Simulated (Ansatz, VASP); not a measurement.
**GaN: VASP beside Ansatz**

File POSCAR:

```
GaN
1.0
    0.0000000000      2.0663449315      2.0663449315
    2.0663449315      0.0000000000      2.0663449315
    2.0663449315      2.0663449315      0.0000000000
Ga N
1 1
Direct
    0.0000000000      0.0000000000      0.0000000000
    0.5000000000      0.5000000000      0.5000000000
```

Contents of INCAR.step1:

```
SYSTEM = GaN
  PREC = Accurate
  ENCUT = 520
  ISMEAR = 0
  SIGMA = 0.01
  LREAL = .False.
  LASPH = .True.
  NELM = 60
  NBANDS = 16
  GGA = PE
  ALGO = Normal
  EDIFF = 1E-4
  LWAVE = .True.
  LCHARG = .False.
```

The input INCAR.step2:

```
SYSTEM = GaN
  PREC = Accurate
  ENCUT = 520
  EDIFF = 1E-6
  ISMEAR = 0
  SIGMA = 0.01
  LREAL = .False.
  LASPH = .True.
  NELM = 60
  ALGO = Normal
  ISIF = 2
  LWAVE = .False.
  LCHARG = .True.
  METAGGA = R2SCAN
  LMIXTAU = .True.
  LELF = .True.
  LVHAR = .True.
  NBANDS = 16
  ISTART = 1
```

The input KPOINTS:

```
regular mesh
0
Gamma
  10 10 10
  0 0 0
```

Input for Ansatz:

```yaml
crystal:
  lattice:
    - [0.0, 2.0663449315, 2.0663449315]
    - [2.0663449315, 0.0, 2.0663449315]
    - [2.0663449315, 2.0663449315, 0.0]
  atoms:
    - { symbol: Ga, position: [0.0, 0.0, 0.0] }
    - { symbol: "N", position: [0.5, 0.5, 0.5] }
kpoints:
  mp_grid: { grid: [10, 10, 10] }
  band_path:
    path:
      - [0.0, 0.0, 0.0]
      - [0.5, 0.0, 0.5]
      - [0.625, 0.25, 0.625]
      - [0.375, 0.375, 0.75]
      - [0.5, 0.5, 0.5]
      - [0.5, 0.25, 0.75]
      - [0.0, 0.177083, -0.177083]
      - [0.0, 0.5, 0.5]
    npoints: 1
hamiltonian:
  xc: r2scan
scf:
  occupations: { method: fixed }
  n_extra_bands: 4
output:
  forces: true
  stress: true
  eigenvalues: true
  write_density: true
  write_potential: true
  elf: true
  volumetric_format: npy
```

Change from the starting cell: hydrostatic strain -2.0%.

Alike in both runs: task single point; functional r2SCAN; k mesh 10 × 10 × 10; no spin polarisation.

|  | VASP | Ansatz |
| --- | --- | --- |
| version | VASP 6.6.1 | Ansatz 0.2.0 |
| potentials or method | VASP PAW PBE potentials, release 64 (Ga_d, N) | plane waves, PAW |
| plane-wave cutoff (eV) | 520 | 500 |
| occupations | gaussian, width 0.01 eV | fixed |
| valence electrons in the cell | 18 | 18 |

|  | VASP | Ansatz | Ansatz less VASP |
| --- | --- | --- | --- |
| gap on the k mesh at the Fermi level (eV) | 1.60 | 1.62 | +0.027 |
| pressure (GPa) | 18.5 | 16.9 | -1.58 |

VASP's potentials were made for PBE, not for r2SCAN.
